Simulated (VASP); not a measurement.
# VPdC4N4 (P-43m) in VASP: further runs, part 2 of 2

VASP 6.6.1. Earlier steps stand in the parts before.

### Step 3. Single point, PBE, collinear spin, ferromagnetic start

This run uses another cell than the first one, of 20.61 Å³/atom.

Contents of INCAR:

```
ALGO = Normal ; EDIFF = 1E-6
ENCUT = 520 ; GGA = PE
ISIF = 2 ; ISMEAR = 0
ISPIN = 2 ; LASPH = True
LCHARG = False ; LMAXMIX = 4
LORBIT = 11 ; LREAL = False
LWAVE = False ; MAGMOM = 2 0 0 0 0 0 0 0 0 0
NBANDS = 44 ; NELM = 150
PREC = Accurate ; SIGMA = 0.1
```

Contents of KPOINTS:

```
k-points
0
Gamma
  4 4 4
```

Contents of POSCAR:

```
VPdC4N4
1.0
    5.9068706000      0.0000000000      0.0000000000
    0.0000000000      5.9068706000      0.0000000000
    0.0000000000      0.0000000000      5.9068706000
V Pd C N
1 1 4 4
Direct
    0.5000000000      0.5000000000      0.5000000000
    0.0000000000      0.0000000000      0.0000000000
    0.1894243000      0.1894243000      0.1894243000
    0.1894243000      0.8105757000      0.8105757000
    0.8105757000      0.1894243000      0.8105757000
    0.8105757000      0.8105757000      0.1894243000
    0.3037826200      0.3037826200      0.3037826200
    0.3037826200      0.6962173800      0.6962173800
    0.6962173800      0.3037826200      0.6962173800
    0.6962173800      0.6962173800      0.3037826200
```

Potentials or basis: VASP PAW PBE potentials, release 64 (V_sv, Pd, C, N).

Launch:

```bash
> cat potpaw_PBE.64/V_sv/POTCAR potpaw_PBE.64/Pd/POTCAR potpaw_PBE.64/C/POTCAR potpaw_PBE.64/N/POTCAR > POTCAR
> mpirun -np 1 vasp_std > vasp.out
```

OUTCAR:

```text
EDIFF = 1E-6
   ENCUT = 520
   GGA = PE
   ISIF = 2
   ISMEAR = 0
   ISPIN = 2
   LASPH = True
   LORBIT = 11
   LREAL = False
   NELM = 150
   PREC = Accurate

 ion  position               nearest neighbor table
   1  0.500  0.500  0.500-   7 2.01   8 2.01   9 2.01  10 2.01
   2  0.000  0.000  0.000-   3 1.94   4 1.94   5 1.94   6 1.94
   3  0.189  0.189  0.189-   7 1.17   2 1.94
   4  0.189  0.811  0.811-   8 1.17   2 1.94
   5  0.811  0.189  0.811-   9 1.17   2 1.94
   6  0.811  0.811  0.189-  10 1.17   2 1.94
   7  0.304  0.304  0.304-   3 1.17   1 2.01
   8  0.304  0.696  0.696-   4 1.17   1 2.01
   9  0.696  0.304  0.696-   5 1.17   1 2.01
  10  0.696  0.696  0.304-   6 1.17   1 2.01
[... 1121 lines left out ...]
      1.79440      4.11247      4.11247         2.064914     -2.064914     -2.064914
      4.11247      1.79440      4.11247        -2.064914      2.064914     -2.064914
      4.11247      4.11247      1.79440        -2.064914     -2.064914      2.064914
 -----------------------------------------------------------------------------------
    total drift:                               -0.000000     -0.000000     -0.000000

  FREE ENERGIE OF THE ION-ELECTRON SYSTEM (eV)
  ---------------------------------------------------
  free  energy   TOTEN  =       -80.1391717605 eV

  energy  without entropy=      -80.1111242945  energy(sigma->0) =      -80.12514803

 total charge

# of ion       s       p       d       tot
------------------------------------------
    1        2.230   6.184   2.869  11.283
    2        0.628   1.113   8.380  10.121
    3        0.965   1.597   0.000   2.562
    4        0.965   1.597   0.000   2.562
    5        0.965   1.597   0.000   2.562
    6        0.965   1.597   0.000   2.562
    7        1.297   2.629   0.000   3.925
    8        1.297   2.629   0.000   3.925
    9        1.297   2.629   0.000   3.925
   10        1.297   2.629   0.000   3.925
--------------------------------------------------
tot         11.906  24.198  11.249  47.353

 magnetization (x)

# of ion       s       p       d       tot
------------------------------------------
    1        0.012   0.012   1.549   1.573
    2       -0.003  -0.098  -0.300  -0.401
    3       -0.008   0.012   0.000   0.004
    4       -0.008   0.012   0.000   0.004
    5       -0.008   0.012   0.000   0.004
    6       -0.008   0.012   0.000   0.004
    7       -0.006  -0.056   0.000  -0.062
    8       -0.006  -0.056   0.000  -0.062
    9       -0.006  -0.056   0.000  -0.062
   10       -0.006  -0.056   0.000  -0.062
--------------------------------------------------
tot         -0.048  -0.259   1.249   0.943
```

OSZICAR:

```text
N       E                     dE             d eps       ncg     rms          rms(c)
DAV:   1     0.419033482932E+03    0.41903E+03   -0.29341E+04  2008   0.117E+03
DAV:   2    -0.546490408800E+02   -0.47368E+03   -0.45639E+03  2156   0.303E+02
DAV:   3    -0.965831846176E+02   -0.41934E+02   -0.41050E+02  2176   0.906E+01
[... 11 lines left out ...]
DAV:  15    -0.801392247113E+02   -0.43397E-03   -0.10957E-03  1864   0.178E-01    0.239E-01
DAV:  16    -0.801391725153E+02    0.52196E-04   -0.53296E-04  1988   0.115E-01    0.108E-01
DAV:  17    -0.801391686504E+02    0.38649E-05   -0.16307E-04  2016   0.622E-02    0.395E-02
DAV:  18    -0.801391706686E+02   -0.20182E-05   -0.25600E-05  1840   0.284E-02    0.248E-02
DAV:  19    -0.801391719871E+02   -0.13185E-05   -0.52164E-06  1556   0.125E-02    0.104E-02
DAV:  20    -0.801391717605E+02    0.22656E-06   -0.10664E-06  1224   0.689E-03
   1 F= -.80139172E+02 E0= -.80125148E+02  d E =-.280475E-01  mag=     1.0000
```

stdout:

```text
POSCAR found type information on POSCAR V PdC N
 POSCAR found :  4 types and      10 ions
 scaLAPACK will be used
 LDA part: xc-table for (Slater+PW92), standard interpolation
 POSCAR, INCAR and KPOINTS ok, starting setup
 FFT: planning ... GRIDC
 FFT: planning ... GRID_SOFT
 FFT: planning ... GRID
 WAVECAR not read
 entering main loop
```

Wall time 3.6 min (1 thread of Intel Xeon Platinum 8259CL at 2.50GHz (Skylake/Cascade Lake), shared host); peak memory 0.48 GiB.

Results:

```yaml
Free_energy: -80.1392 eV
Pressure: 1.6 GPa
Largest_force: 3.577 eV/Å
Band_gap_on_the_k_mesh: zero (filled and empty bands overlap)
Net_moment: 1.00 μB per cell
Site_moments: V +1.57; Pd -0.40; C +0.00; N -0.06 μB
Valence_electrons_inside_the_program's_atomic_spheres: V 11.28; Pd 10.12; C 2.56; N 3.92
```

Forces on the atoms (eV/Å):
```
V    0.000  0.000  0.000
Pd   0.000  0.000  0.000
C   -0.610 -0.610 -0.610
C   -0.610  0.610  0.610
C    0.610 -0.610  0.610
C    0.610  0.610 -0.610
N    2.065  2.065  2.065
N    2.065 -2.065 -2.065
N   -2.065  2.065 -2.065
N   -2.065 -2.065  2.065
```

Levels at points of the mesh, in eV from the Fermi level:
Spin up:
```
           k point  band 28  band 29  band 30  band 31  band 32  band 33
(0.00, 0.00, 0.00)    -0.43    -0.36    -0.36    -0.36     0.84     0.84
(0.50, 0.00, 0.00)    -0.62    -0.41    -0.41     0.27     0.93     1.15
(0.50, 0.50, 0.00)    -0.61    -0.31    -0.31     0.28     0.93     1.07
(0.50, 0.50, 0.50)    -0.37    -0.22    -0.22    -0.22     0.86     0.86
```
Spin down:
```
           k point  band 27  band 28  band 29  band 30  band 31  band 32
(0.00, 0.00, 0.00)    -0.54    -0.54    -0.54     1.33     1.33     1.53
(0.50, 0.00, 0.00)    -0.69    -0.50    -0.50     1.23     1.45     1.67
(0.50, 0.50, 0.00)    -0.61    -0.43    -0.43     1.20     1.46     1.67
(0.50, 0.50, 0.50)    -0.42    -0.42    -0.42     1.36     1.36     1.61
```

Caveat: forces of over 1 eV/Å act on the atoms, so gaps and moduli don't describe the material at rest. With open d or f shells a metallic result of PBE can be an artefact of self-interaction; +U or a hybrid may open a gap.
